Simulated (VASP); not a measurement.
Cu, 5 atoms in the cell. The cell holds a slab with vacuum, 5 atoms: a = 2.567 Å, b = 2.567 Å, c = 23.259 Å, α = 90.00°, β = 90.00°, γ = 90.00°. 

```yaml
Program: VASP 6.6.1
Task: single point
Functional: PBE
Potentials_or_basis: VASP PAW PBE potentials, release 64 (Cu)
Cutoff: 520 eV
k_mesh: 14 × 14 × 1
Occupations: fermi-dirac, width 0.1 eV
Spin: no spin polarisation
Dipole_correction: yes
Further_INCAR_settings: ALGO = Normal; EDIFF = 1e-07; NBANDS = 36
```

Potentials or basis: VASP PAW PBE potentials, release 64 (Cu).

The run is started by

```sh
$ cat potpaw_PBE.64/Cu/POTCAR > POTCAR
$ mpirun -np 1 vasp_std > vasp.out
```

Hardware: 1 thread of AMD EPYC 9R45 96-Core Processor (Zen 5), with other jobs on the host.

Task: Estimate the wall time of this run.

Result: Wall time 3.2 min on 1 thread of AMD EPYC 9R45 96-Core Processor (Zen 5) (shared host), peak memory 0.3 GiB. Counts: scf iterations 25, k points 36.
